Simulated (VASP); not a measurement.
# LiH (Cm) in VASP: single point with PBEsol

Aim: the single point of LiH with PBEsol.

Program: VASP 6.6.1. These are calculated values, not measurements. Logs are shortened: lines on timing, memory, paths and dates and some standing lists are left out, and cuts for length are marked.

## Step 1: The cell of the first run

It takes space group Cm (No. 8, monoclinic). Conventional cell: a = 4.873 Å, b = 2.814 Å, c = 13.808 Å, α = 90.00°, β = 93.37°, γ = 90.00°. Li (site symmetry m) has 6 H at 1.99 Å within 2.6 Å. Within 2.6 Å of Li (site symmetry m) lie 6 H at 1.99 Å. Li (site symmetry m) has 6 H at 1.99 Å within 2.6 Å. Li (site symmetry m) has 5 H at 1.82 to 1.99 Å and 1 Li at 2.44 Å within 2.5 Å. Li (site symmetry m) has 6 H at 1.99 Å within 2.6 Å. Within 2.6 Å of Li (site symmetry m) lie 6 H at 1.99 Å and 1 Li at 2.44 Å. H (site symmetry m) has 6 Li at 1.99 Å within 2.6 Å. Within 2.6 Å of H (site symmetry m) lie 6 Li at 1.99 Å.

## Step 2: Single point, PBEsol (the part above a cut slid along it)

Input file INCAR:

```
PREC = Accurate ; ENCUT = 520
EDIFF = 1E-6 ; ISMEAR = 0
SIGMA = 0.05 ; LREAL = False
LASPH = True ; NELM = 100
ALGO = Normal ; ISIF = 2
LWAVE = False ; LCHARG = False
GGA = PS ; NBANDS = 24
```

Input file KPOINTS:

```
regular mesh
0
Gamma
  9 9 2
```

Input file POSCAR:

```
LiH
1.0
    1.9895719486     -1.9895719486      0.0000000000
    1.9895719486      0.0000000000     -1.9895719486
    8.6216110819      7.6266261504      7.6266261504
Li H
6 6
Direct
    0.9235930550     -0.0764069450      0.4583500000
    0.2847097217      0.2847097217      0.2916833333
    0.5624763883      0.5624763883      0.6250166667
    0.8402430550      0.8402430550      0.9583500000
    0.2013597217      0.2013597217      0.7916833333
    0.6458263883      0.6458263883      0.1250166667
    0.6041513883      0.6041513883      0.3750166667
   -0.0347319450     -0.0347319450      0.2083500000
    0.2430347217      0.2430347217      0.5416833333
    0.5208013883      0.5208013883      0.8750166667
    0.8819180550      0.8819180550      0.7083500000
    0.3263847217      0.3263847217      0.0416833333
```

Potentials or basis: VASP PAW PBE potentials, release 64 (Li_sv, H).

Started as:

```console
cat potpaw_PBE.64/Li_sv/POTCAR potpaw_PBE.64/H/POTCAR > POTCAR
mpirun -np 1 vasp_std > vasp.out
```

OUTCAR:

```text
PREC = Accurate
   ENCUT = 520
   EDIFF = 1E-6
   ISMEAR = 0
   LREAL = False
   LASPH = True
   NELM = 100
   ISIF = 2
   GGA = PS

 ion  position               nearest neighbor table
   1  0.924  0.924  0.458-
   2  0.285  0.285  0.292-
   3  0.562  0.562  0.625-
   4  0.840  0.840  0.958-   6 2.44
   5  0.201  0.201  0.792-
   6  0.646  0.646  0.125-   4 2.44
   7  0.604  0.604  0.375-
   8  0.965  0.965  0.208-
   9  0.243  0.243  0.542-
  10  0.521  0.521  0.875-
  11  0.882  0.882  0.708-
  12  0.326  0.326  0.042-

  LATTYP: Found a base centered monoclinic cell.
 ALAT       =     4.8734360806
 B/A-ratio  =     0.5773502692
 C/A-ratio  =     2.8333352943
 COS(beta)  =    -0.0588352534

  Lattice vectors:

 A1 = (  -1.9895719486,   1.9895719486,   0.0000000000)
 A2 = (  -1.9895719486,   0.0000000000,   1.9895719486)
 A3 = (   8.6216110819,   7.6266261504,   7.6266261504)

Analysis of symmetry for initial positions (statically):
=====================================================================
 Subroutine PRICEL returns:
 Original cell was already a primitive cell.

 Routine SETGRP: Setting up the symmetry group for a
 base centered monoclinic supercell.

 Subroutine GETGRP returns: Found  2 space group operations
 (whereof  2 operations were pure point group operations)
 out of a pool of  4 trial point group operations.

The static configuration has the point symmetry C_1h.

Analysis of symmetry for dynamics (positions and initial velocities):
=====================================================================
 Subroutine PRICEL returns:
 Original cell was already a primitive cell.

 Routine SETGRP: Setting up the symmetry group for a
 base centered monoclinic supercell.

 Subroutine GETGRP returns: Found  2 space group operations
 (whereof  2 operations were pure point group operations)
 out of a pool of  4 trial point group operations.

The dynamic configuration has the point symmetry C_1h.

 Subroutine INISYM returns: Found  2 space group operations
[... 120 lines left out ...]
   NSW    =      0    number of steps for IOM
   IBRION =     -1    ionic relax: 0-MD 1-quasi-New 2-CG
   NFREE  =      0    steps in history (QN), initial steepest desc. (CG)
   ISIF   =      2    stress and relaxation
   ISYM   =      2    0-nonsym 1-usesym 2-fastsym
   POTIM  = 0.5000    time-step for ionic-motion
   TEBEG  =    0.0;   TEEND  =   0.0 temperature during run
   PSTRESS=    0.0 pullay stress
   NELECT =      24.0000    total number of electrons
   NUPDOWN=      -1.0000    fix difference up-down
   EMIN   =  10.00;   EMAX   =-10.00  energy-range for DOS
   EFERMI =   0.00;   METHOD = LEGACY
   ISMEAR =     0;   SIGMA  =   0.05  broadening in eV -4-tet -1-fermi 0-gaus
   EFERMI_NEDOS =   21; number of points for ismear=-14 and -15
   IALGO  =     38    algorithm
   IMIX   =      4    mixing-type and parameters
     AMIX     =   0.40;   BMIX     =  1.00
     AMIX_MAG =   1.60;   BMIX_MAG =  1.00
  volume/ion in A,a.u.               =       7.88        53.15
  Fermi-wavevector in a.u.,A,eV,Ry     =   1.036713  1.959103 14.623184  1.074774
  Thomas-Fermi vector in A             =   2.171117
   LORBIT       =      0    0 simple, 1 ext, 2 COOP (PROOUT), +10 PAW based schemes
   GGA     = PS    functional components
   LHFCALC =     F    Hartree Fock is set to
   AEXX    =    0.0000 exact exchange contribution
   IVDW    =     0    specifies the selected vdW correction
   LEPSILON=     F    determine dielectric tensor
   LRPA    =     F    only Hartree local field effects (RPA)
 non-spin polarized calculation
 Gauss-broadening in eV      SIGMA  =   0.05
  energy-cutoff  :      520.00
  volume of cell :       94.51
 maximum number of plane-waves:      2565
 NGX is ok and might be reduce to    24
   NGX = 11   NGY = 11   NGZ = 51

 number of electron      24.0000020 magnetization

 Free energy of the ion-electron system (eV)
  ---------------------------------------------------
  ext. energy  EPLUGINS =         0.00000000
  ---------------------------------------------------
  free energy    TOTEN  =       -36.51070036 eV

  energy without entropy =      -36.51070036  energy(sigma->0) =      -36.51070036

 E-fermi :   0.5448     XC(G=0):  -8.6753

 val. band max:        0.3206550501   @ k =  -0.4444   0.1111   0.0000
 cond. band min:       2.8973867208   @ k =  -0.4444   0.4444   0.0000
 fundamental gap:      2.5767316707
 Fermi energy:         0.5448243211

 k-point     1 :       0.0000    0.0000    0.0000
  band No.  band energies     occupation
      1     -43.5581      2.00000
      2     -43.4278      2.00000
      3     -43.3909      2.00000
      4     -43.3806      2.00000
      5     -43.3595      2.00000
      6     -43.3245      2.00000
[... 637 lines left out ...]
     23      11.0408      0.00000
     24      11.7678      0.00000

 [... further k-points ...]

------------------------ aborting loop because EDIFF is reached ----------------------------------------

  FORCE on cell =-STRESS in cart. coord.  units (eV):
  Direction    XX          YY          ZZ          XY          YZ          ZX
  --------------------------------------------------------------------------------------
  -------------------------------------------------------------------------------------
  Total       -0.5073743      0.5166091      0.5166091      0.1415900      0.7593725      0.1415900
  in kB       -8.6015918      8.7581520      8.7581520      2.4003959     12.8737554      2.4003959
  external PRESSURE =       2.9715707 kB  Pullay stress =       0.0000000 kB

 VOLUME and BASIS-vectors are now :
 -----------------------------------------------------------------------------
  energy-cutoff  :      520.00
  volume of cell :       94.51
      direct lattice vectors                 reciprocal lattice vectors
     1.989571949 -1.989571949  0.000000000     0.160557987 -0.342062690  0.160557987
     1.989571949  0.000000000 -1.989571949     0.160557987  0.160557987 -0.342062690
     8.621611082  7.626626150  7.626626150     0.041885056  0.041885056  0.041885056

 POSITION                                       TOTAL-FORCE (eV/Angst)
 -----------------------------------------------------------------------------------
      7.62683      1.65811      1.65811        -0.008331     -0.006895     -0.006895
      3.64768      1.65811      1.65811        -0.009301     -0.007288     -0.007288
      7.62683      3.64768      3.64768        -0.010464     -0.004599     -0.004599
     11.60597      5.63725      5.63725        -0.115067     -0.282371     -0.282371
      7.62683      5.63725      5.63725        -0.047372     -0.020291     -0.020291
      3.64768     -0.33146     -0.33146        -0.015505      0.149408      0.149408
      5.63725      1.65811      1.65811         0.008797      0.006557      0.006557
      5.63725     -0.33146     -0.33146         0.009743      0.007217      0.007217
      5.63725      3.64768      3.64768         0.011377      0.005520      0.005520
      9.61640      5.63725      5.63725         0.105737     -0.124668     -0.124668
      9.61640      3.64768      3.64768         0.027158     -0.000480     -0.000480
      1.65811     -0.33146     -0.33146         0.043228      0.277891      0.277891
 -----------------------------------------------------------------------------------
    total drift:                               -0.000059     -0.000053     -0.000053

  FREE ENERGIE OF THE ION-ELECTRON SYSTEM (eV)
  ---------------------------------------------------
  free  energy   TOTEN  =       -36.5107003555 eV

  energy  without entropy=      -36.5107003555  energy(sigma->0) =      -36.51070036
```

stdout:

```text
POSCAR found type information on POSCAR LiH
 POSCAR found :  2 types and      12 ions
 scaLAPACK will be used
 -----------------------------------------------------------------------------
|                                                                             |
|                                                                             |
|     You enforced a specific xc type in the INCAR file but a different       |
|     I HOPE YOU KNOW WHAT YOU ARE DOING!                                     |
|                                                                             |
 -----------------------------------------------------------------------------

 LDA part: xc-table for (Slater+PW92), standard interpolation
 POSCAR, INCAR and KPOINTS ok, starting setup
 FFT: planning ... GRIDC
 FFT: planning ... GRID_SOFT
 FFT: planning ... GRID
 WAVECAR not read
 entering main loop
```

Wall time 3 min (1 thread of Oxide Virtual Turin-like, shared host); peak memory 0.23 GiB.

What came out:

```
Free energy            : -36.5107 eV
Largest force          : 0.416 eV/Å
Band gap on the k mesh : 2.58 eV (least direct gap 2.89 eV)
```

Forces in eV/Å, atoms in the order of the input:
```
Li  -0.008 -0.007 -0.007
Li  -0.009 -0.007 -0.007
Li  -0.010 -0.005 -0.005
Li  -0.115 -0.282 -0.282
Li  -0.047 -0.020 -0.020
Li  -0.016  0.149  0.149
H    0.009  0.007  0.007
H    0.010  0.007  0.007
H    0.011  0.006  0.006
H    0.106 -0.125 -0.125
H    0.027  0.000  0.000
H    0.043  0.278  0.278
```

Levels at points of the mesh, in eV from the valence-band top:
| k point | band 10 | band 11 | band 12 | band 13 | band 14 | band 15 |
| --- | --- | --- | --- | --- | --- | --- |
| (0.00, 0.00, 0.00) | -3.88 | -3.85 | -2.83 | 4.72 | 7.12 | 7.18 |
| (0.00, 0.00, 0.50) | -4.60 | -3.19 | -3.12 | 5.36 | 5.43 | 9.55 |

Caveat: the cell differs from its parent crystal (the part above a cut slid along it); the cutoff is under 1.25 times the usual one of these potentials, so pressure, stress and relaxed cells hold a basis-set (Pulay) error; the PAW data sets were made with another functional, which shifts forces and pressure a little.
